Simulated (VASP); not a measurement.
Input of a VASP 6.6.1 run:

The input INCAR:

```
SYSTEM = V
ALGO = Normal ; EDIFF = 1E-6
ENCUT = 500 ; GGA = CA
GGA_COMPAT = .False. ; ISIF = 2
ISMEAR = 0 ; LASPH = .True.
LCHARG = .False. ; LREAL = .False.
LWAVE = .False. ; NBANDS = 12
NELM = 120 ; PREC = Accurate
SIGMA = 0.05
```

KPOINTS

```
k-points
0
Gamma
  20 20 20
  0 0 0
```

Contents of POSCAR:

```
V
1.0
   -1.4629224988      1.4629224988      1.4629224988
    1.4629224988     -1.4629224988      1.4629224988
    1.4629224988      1.4629224988     -1.4629224988
V
1
Direct
    0.0000000000      0.0000000000      0.0000000000
```

Potentials or basis: VASP PAW LDA potentials, release 64 (V_sv).

Command:

```console
$ cat potpaw_LDA.64/V_sv/POTCAR > POTCAR
$ mpirun -np 1 vasp_std > vasp.out
```

Task: Estimate the pressure.

Result: 0.4 GPa.
